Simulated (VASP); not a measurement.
# Fe2O3 (R-3c) in VASP: single point with PBE+U

Aim: the single point of Fe2O3 with PBE+U.

Program: VASP 6.6.1. These are calculated values, not measurements. Logs are shortened: lines on timing, memory, paths and dates and some standing lists are left out, and cuts for length are marked.

**1. The cell of the first run**

Symmetry: R-3c, No. 167, trigonal system. Conventional cell: a = 5.002 Å, b = 5.002 Å, c = 13.620 Å, α = 90.00°, β = 90.00°, γ = 120.00°. Within 2.5 Å of Fe (site symmetry 3) lie 6 O at 1.92 to 2.11 Å. Within 2.5 Å of O (site symmetry 2) lie 4 Fe at 1.92 to 2.11 Å.

**2. Single point, PBE+U, collinear spin, antiferromagnetic start**

INCAR reads:

```
SYSTEM = Fe2O3
ALGO     = Normal         ! electronic algorithm
EDIFF    = 1E-6           ! SCF threshold, eV
ENCUT    = 520            ! plane-wave cutoff, eV
GGA      = PE             ! functional
ISIF     = 2              ! what is computed and relaxed
ISMEAR   = -1             ! smearing method
ISPIN    = 2              ! spin polarisation
LASPH    = .True.         ! aspherical terms in the spheres
LCHARG   = .True.         ! write CHGCAR
LDAU     = .True.         ! DFT+U
LDAUJ    = 0 0          
LDAUL    = 2 -1           ! shell
LDAUPRINT= 1            
LDAUTYPE = 2            
LDAUU    = 5.3 0          ! U, eV
LELF     = .True.         ! ELF
LMAXMIX  = 4              ! l up to which the mixer works
LORBIT   = 11             ! projections on sites
LREAL    = .False.        ! projectors in reciprocal space
LVHAR    = .True.       
LWAVE    = .False.        ! write WAVECAR
MAGMOM   = 4 -4 -4 4 0 0 0 0 0 0 ! initial moments
NBANDS   = 49             ! bands
NELM     = 150            ! most SCF steps
PREC     = Accurate       ! precision mode
SIGMA    = 0.03           ! smearing width, eV
```

KPOINTS reads:

```
k-points
0
Gamma
  4 4 4
  0 0 0
```

POSCAR reads:

```
Fe2O3
1.0
    2.5010002000      1.4439531400      4.5400700000
   -2.5010002000      1.4439531400      4.5400700000
    0.0000000000     -2.8879062800      4.5400700000
Fe O
4 6
Direct
    0.8552000000      0.8552000000      0.8552000000
    0.6448000000      0.6448000000      0.6448000000
    0.1448000000      0.1448000000      0.1448000000
    0.3552000000      0.3552000000      0.3552000000
    0.0608000000      0.4392000000      0.7500000000
    0.7500000000      0.0608000000      0.4392000000
    0.4392000000      0.7500000000      0.0608000000
    0.9392000000      0.5608000000      0.2500000000
    0.2500000000      0.9392000000      0.5608000000
    0.5608000000      0.2500000000      0.9392000000
```

Potentials or basis: VASP PAW PBE potentials, release 64 (Fe, O).

Run with:

```console
$ cat potpaw_PBE.64/Fe/POTCAR potpaw_PBE.64/O/POTCAR > POTCAR
$ mpirun -np 1 vasp_std > vasp.out
```

OUTCAR:

```text
SYSTEM = Fe2O3
   EDIFF = 1E-6
   ENCUT = 520
   GGA = PE
   ISIF = 2
   ISMEAR = -1
   ISPIN = 2
   LASPH = .True.
   LORBIT = 11
   LREAL = .False.
   NELM = 150
   PREC = Accurate

 ion  position               nearest neighbor table
   1  0.855  0.855  0.855-  10 1.92   8 1.92   9 1.92   5 2.11   7 2.11   6 2.11   2 2.87   3 2.95
                             3 2.95   3 2.95
   2  0.645  0.645  0.645-   9 1.92   8 1.92  10 1.92   5 2.11   6 2.11   7 2.11   1 2.87   4 2.95
                             4 2.95   4 2.95
   3  0.145  0.145  0.145-   7 1.92   5 1.92   6 1.92   8 2.11  10 2.11   9 2.11   4 2.87   1 2.95
                             1 2.95   1 2.95
   4  0.355  0.355  0.355-   6 1.92   5 1.92   7 1.92   8 2.11   9 2.11  10 2.11   3 2.87   2 2.95
                             2 2.95   2 2.95
   5  0.061  0.439  0.750-   3 1.92   4 1.92   1 2.11   2 2.11
   6  0.750  0.061  0.439-   4 1.92   3 1.92   2 2.11   1 2.11
   7  0.439  0.750  0.061-   3 1.92   4 1.92   1 2.11   2 2.11
   8  0.939  0.561  0.250-   1 1.92   2 1.92   3 2.11   4 2.11
   9  0.250  0.939  0.561-   2 1.92   1 1.92   4 2.11   3 2.11
  10  0.561  0.250  0.939-   1 1.92   2 1.92   3 2.11   4 2.11

  LATTYP: Found a trigonal (rhomboedric) cell.
 ALAT       =     5.3807284150
 COS(alpha) =     0.5679089162

  Lattice vectors:

 A1 = (   2.5010002000,   1.4439531400,   4.5400700000)
 A2 = (  -2.5010002000,   1.4439531400,   4.5400700000)
 A3 = (   0.0000000000,  -2.8879062800,   4.5400700000)

Analysis of symmetry for initial positions (statically):
=====================================================================
 Subroutine PRICEL returns:
 Original cell was already a primitive cell.

 Routine SETGRP: Setting up the symmetry group for a
 trigonal (rhombohedral) supercell.

 Subroutine GETGRP returns: Found 12 space group operations
 (whereof  6 operations were pure point group operations)
 out of a pool of 12 trial point group operations.

The static configuration has the point symmetry S_6 .
 The point group associated with its full space group is D_3d.

Analysis of symmetry for dynamics (positions and initial velocities):
=====================================================================
 Subroutine PRICEL returns:
 Original cell was already a primitive cell.

 Routine SETGRP: Setting up the symmetry group for a
 trigonal (rhombohedral) supercell.

 Subroutine GETGRP returns: Found 12 space group operations
 (whereof  6 operations were pure point group operations)
 out of a pool of 12 trial point group operations.

The dynamic configuration has the point symmetry S_6 .
 The point group associated with its full space group is D_3d.

Analysis of structural, dynamic, and magnetic symmetry:
=====================================================================
 Subroutine PRICEL returns:
 Original cell was already a primitive cell.

 Routine SETGRP: Setting up the symmetry group for a
 trigonal (rhombohedral) supercell.

 Subroutine GETGRP returns: Found 12 space group operations
 (whereof  6 operations were pure point group operations)
 out of a pool of 12 trial point group operations.

The overall configuration has the point symmetry S_6 .
 The point group associated with its full space group is D_3d.

 Subroutine INISYM returns: Found 12 space group operations
 (whereof  6 operations are pure point group operations),
 and found     1 'primitive' translations

----------------------------------------------------------------------------------------

                                     Primitive cell

  volume of cell :      98.3741

  direct lattice vectors                    reciprocal lattice vectors
     2.501000200  1.443953140  4.540070000     0.199920016  0.115423875  0.073420307
    -2.501000200  1.443953140  4.540070000    -0.199920016  0.115423875  0.073420307
     0.000000000 -2.887906280  4.540070000     0.000000000 -0.230847750  0.073420307

  length of vectors
     5.380728415  5.380728415  5.380728416     0.242242080  0.242242080  0.242242080

  position of ions in fractional coordinates (direct lattice)
     0.855200000  0.855200000  0.855200000
     0.644800000  0.644800000  0.644800000
     0.144800000  0.144800000  0.144800000
     0.355200000  0.355200000  0.355200000
     0.060800000  0.439200000  0.750000000
     0.750000000  0.060800000  0.439200000
[... 93 lines left out ...]
   EFERMI_NEDOS =   21; number of points for ismear=-14 and -15
   IALGO  =     38    algorithm
   IMIX   =      4    mixing-type and parameters
     AMIX     =   0.40;   BMIX     =  1.00
     AMIX_MAG =   1.60;   BMIX_MAG =  1.00
  volume/ion in A,a.u.               =       9.84        66.39
  Fermi-wavevector in a.u.,A,eV,Ry     =   1.447497  2.735372 28.507563  2.095247
  Thomas-Fermi vector in A             =   2.565445
   LORBIT       =     11    0 simple, 1 ext, 2 COOP (PROOUT), +10 PAW based schemes
 LDA+U is selected, type is set to LDAUTYPE =  2
   angular momentum for each species LDAUL =     2   -1
   U (eV)           for each species LDAUU =   5.3  0.0
   J (eV)           for each species LDAUJ =   0.0  0.0
   GGA     = PE    functional components
   LHFCALC =     F    Hartree Fock is set to
   AEXX    =    0.0000 exact exchange contribution
   IVDW    =     0    specifies the selected vdW correction
   LEPSILON=     F    determine dielectric tensor
   LRPA    =     F    only Hartree local field effects (RPA)
 spin polarized calculation
  energy-cutoff  :      520.00
  volume of cell :       98.37
 maximum number of plane-waves:      2666
   NGX = 19   NGY = 19   NGZ = 19

 number of electron      67.9999993 magnetization      -0.0000000

atom =   1  type =  1  l = 2

 onsite density matrix

spin component  1
[... 116 lines left out ...]
  o =  0.0792  v =  0.0000  0.0000  0.0000  0.0000  0.0000 -0.2068 -0.0000 -0.0000 -0.6240  0.7536      0.0000  0.0000  0.0000  0.0000  0.0000  0.0000  0.0000  0.0000  0.0000  0.0000
  o =  0.0792  v =  0.0000  0.0000  0.0000  0.0000  0.0000  0.7536  0.6240 -0.0000 -0.0000  0.2068      0.0000  0.0000  0.0000  0.0000  0.0000  0.0000  0.0000  0.0000  0.0000  0.0000
  o =  0.0810  v =  0.0000  0.0000  0.0000  0.0000  0.0000  0.0000  0.0000  1.0000 -0.0000  0.0000      0.0000  0.0000  0.0000  0.0000  0.0000  0.0000  0.0000  0.0000  0.0000  0.0000
  o =  0.2773  v =  0.0000  0.0000  0.0000  0.0000  0.0000  0.1651  0.0000 -0.0000 -0.7814 -0.6017      0.0000  0.0000  0.0000  0.0000  0.0000  0.0000  0.0000  0.0000  0.0000  0.0000
  o =  0.2773  v =  0.0000  0.0000  0.0000  0.0000  0.0000 -0.6017  0.7814 -0.0000  0.0000 -0.1651      0.0000  0.0000  0.0000  0.0000  0.0000  0.0000  0.0000  0.0000  0.0000  0.0000
  o =  0.9860  v = -0.0534 -0.0000 -0.0000 -0.6413  0.7655  0.0000  0.0000  0.0000  0.0000  0.0000      0.0000  0.0000  0.0000  0.0000  0.0000  0.0000  0.0000  0.0000  0.0000  0.0000
  o =  0.9860  v = -0.7655 -0.6413  0.0000  0.0000 -0.0534  0.0000  0.0000  0.0000  0.0000  0.0000      0.0000  0.0000  0.0000  0.0000  0.0000  0.0000  0.0000  0.0000  0.0000  0.0000
  o =  0.9891  v =  0.0000 -0.0000 -1.0000  0.0000 -0.0000  0.0000  0.0000  0.0000  0.0000  0.0000      0.0000  0.0000  0.0000  0.0000  0.0000  0.0000  0.0000  0.0000  0.0000  0.0000
  o =  1.0677  v =  0.0447 -0.0000 -0.0000 -0.7673 -0.6397  0.0000  0.0000  0.0000  0.0000  0.0000      0.0000  0.0000  0.0000  0.0000  0.0000  0.0000  0.0000  0.0000  0.0000  0.0000
  o =  1.0677  v = -0.6397  0.7673 -0.0000 -0.0000 -0.0447  0.0000  0.0000  0.0000  0.0000  0.0000      0.0000  0.0000  0.0000  0.0000  0.0000  0.0000  0.0000  0.0000  0.0000  0.0000

 number of electron      67.9999993 magnetization       0.0000000

 Free energy of the ion-electron system (eV)
  ---------------------------------------------------
  ext. energy  EPLUGINS =         0.00000000
  ---------------------------------------------------
  free energy    TOTEN  =       -66.39488233 eV

  energy without entropy =      -66.39488233  energy(sigma->0) =      -66.39488233

 E-fermi :   4.4564     XC(G=0): -11.7263

 val. band max:        3.7472523105   @ k =   0.0000   0.0000   0.0000
 cond. band min:       6.1257480848   @ k =   0.5000   0.2500  -0.0000
 fundamental gap:      2.3784957743
 Fermi energy:         4.4564284772

 spin component 1

 k-point     1 :       0.0000    0.0000    0.0000
  band No.  band energies     occupation
      1     -14.9479      1.00000
      2     -13.4419      1.00000
      3     -13.4419      1.00000
      4     -13.2841      1.00000
      5     -13.1773      1.00000
      6     -13.1773      1.00000
[... 626 lines left out ...]
     45      11.7662      0.00000
     46      11.7662      0.00000
 Fermi energy:         4.4564284772

 spin component 2

 k-point     1 :       0.0000    0.0000    0.0000
  band No.  band energies     occupation
      1     -14.9479      1.00000
      2     -13.4419      1.00000
      3     -13.4419      1.00000
      4     -13.2841      1.00000
      5     -13.1773      1.00000
      6     -13.1773      1.00000
[... 626 lines left out ...]
     45      11.7662      0.00000
     46      11.7662      0.00000
 [bands above 46 left out]

------------------------ aborting loop because EDIFF is reached ----------------------------------------

  FORCE on cell =-STRESS in cart. coord.  units (eV):
  Direction    XX          YY          ZZ          XY          YZ          ZX
  --------------------------------------------------------------------------------------
  -------------------------------------------------------------------------------------
  Total        6.8391902      6.8391902      5.7853881      0.0000000     -0.0000000      0.0000000
  in kB      111.3870342    111.3870344     94.2241989      0.0000000     -0.0000000      0.0000000
  external PRESSURE =     105.6660892 kB  Pullay stress =       0.0000000 kB

 VOLUME and BASIS-vectors are now :
 -----------------------------------------------------------------------------
  energy-cutoff  :      520.00
  volume of cell :       98.37
      direct lattice vectors                 reciprocal lattice vectors
     2.501000200  1.443953140  4.540070000     0.199920016  0.115423875  0.073420307
    -2.501000200  1.443953140  4.540070000    -0.199920016  0.115423875  0.073420307
     0.000000000 -2.887906280  4.540070000     0.000000000 -0.230847750  0.073420307

 POSITION                                       TOTAL-FORCE (eV/Angst)
 -----------------------------------------------------------------------------------
      0.00000      0.00000     11.64800        -0.000000     -0.000000     -0.192309
      0.00000      0.00000      8.78231        -0.000000     -0.000000      0.192309
      0.00000      0.00000      1.97221        -0.000000     -0.000000      0.192309
      0.00000      0.00000      4.83790        -0.000000     -0.000000     -0.192309
     -0.94638     -1.44395      5.67509        -0.341688     -0.000000     -0.000000
      1.72369     -0.09761      5.67509         0.170844     -0.295911     -0.000000
     -0.77731      1.54156      5.67509         0.170844      0.295911     -0.000000
      0.94638      1.44395      7.94512         0.341688     -0.000000     -0.000000
     -1.72369      0.09761      7.94512        -0.170844      0.295911     -0.000000
      0.77731     -1.54156      7.94512        -0.170844     -0.295911     -0.000000
 -----------------------------------------------------------------------------------
    total drift:                               -0.000000     -0.000000     -0.000000

  FREE ENERGIE OF THE ION-ELECTRON SYSTEM (eV)
  ---------------------------------------------------
  free  energy   TOTEN  =       -66.3948823271 eV

  energy  without entropy=      -66.3948823271  energy(sigma->0) =      -66.39488233

 total charge

# of ion       s       p       d       tot
------------------------------------------
    1        0.397   0.585   5.860   6.843
    2        0.397   0.585   5.860   6.843
    3        0.397   0.585   5.860   6.843
    4        0.397   0.585   5.860   6.843
    5        1.561   3.507   0.000   5.068
    6        1.561   3.507   0.000   5.068
    7        1.561   3.507   0.000   5.068
    8        1.561   3.507   0.000   5.068
    9        1.561   3.507   0.000   5.068
   10        1.561   3.507   0.000   5.068
--------------------------------------------------
tot         10.957  23.380  23.442  57.779

 magnetization (x)

# of ion       s       p       d       tot
------------------------------------------
    1        0.018   0.034   4.293   4.345
    2       -0.018  -0.034  -4.293  -4.345
    3       -0.018  -0.034  -4.293  -4.345
    4        0.018   0.034   4.293   4.345
    5        0.000   0.000   0.000   0.000
    6        0.000   0.000   0.000   0.000
    7        0.000   0.000   0.000   0.000
    8        0.000   0.000   0.000   0.000
    9        0.000   0.000   0.000   0.000
   10        0.000   0.000   0.000   0.000
--------------------------------------------------
tot          0.000   0.000   0.000   0.000
```

Wall time 2.9 min (1 thread of Intel Xeon Platinum 8259CL at 2.50GHz (Skylake/Cascade Lake), shared host); peak memory 0.33 GiB.

Results:

```yaml
Free_energy: -66.3949 eV
Pressure: 10.6 GPa
Largest_force: 0.342 eV/Å
Band_gap_on_the_k_mesh: 2.38 eV (least direct gap 2.50 eV)
Net_moment: 0.00 μB per cell
Site_moments: Fe +4.34, -4.34 (each value once); O +0.00 μB
Valence_electrons_inside_the_program's_atomic_spheres: Fe 6.84; O 5.07
```

Forces in eV/Å, atoms in the order of the input:
```
Fe   0.000  0.000 -0.192
Fe   0.000  0.000  0.192
Fe   0.000  0.000  0.192
Fe   0.000  0.000 -0.192
O   -0.342  0.000  0.000
O    0.171 -0.296  0.000
O    0.171  0.296  0.000
O    0.342  0.000  0.000
O   -0.171  0.296  0.000
O   -0.171 -0.296  0.000
```

Levels at points of the mesh, in eV from the valence-band top:
Spin up:
| k point | band 32 | band 33 | band 34 | band 35 | band 36 | band 37 |
| --- | --- | --- | --- | --- | --- | --- |
| (0.00, 0.00, 0.00) | -0.64 | 0.00 | 0.00 | 2.56 | 2.56 | 2.66 |
| (0.50, 0.00, 0.00) | -0.69 | -0.49 | -0.49 | 2.55 | 2.55 | 2.80 |
| (0.50, 0.50, 0.00) | -0.86 | -0.80 | -0.06 | 2.43 | 2.62 | 2.69 |
| (0.50, 0.50, 0.50) | -0.67 | -0.67 | -0.67 | 2.88 | 2.88 | 2.93 |
Spin down:
```tsv
k point	band 32	band 33	band 34	band 35	band 36	band 37
(0.00, 0.00, 0.00)	-0.64	0.00	0.00	2.56	2.56	2.66
(0.50, 0.00, 0.00)	-0.69	-0.49	-0.49	2.55	2.55	2.80
(0.50, 0.50, 0.00)	-0.86	-0.80	-0.06	2.43	2.62	2.69
(0.50, 0.50, 0.50)	-0.67	-0.67	-0.67	2.88	2.88	2.93
```

Eigenvalues of the final occupation matrices:
```tsv
site	spin	trace	eigenvalues
site 1 d	1	5.10	0.99 0.99 0.99 1.07 1.07
site 1 d	2	0.79	0.08 0.08 0.08 0.28 0.28
site 2 d	1	0.79	0.08 0.08 0.08 0.28 0.28
site 2 d	2	5.10	0.99 0.99 0.99 1.07 1.07
site 3 d	1	0.79	0.08 0.08 0.08 0.28 0.28
site 3 d	2	5.10	0.99 0.99 0.99 1.07 1.07
site 4 d	1	5.10	0.99 0.99 0.99 1.07 1.07
site 4 d	2	0.79	0.08 0.08 0.08 0.28 0.28
```

Caveat: the cell stands under pressure. A k mesh can miss the band edges.
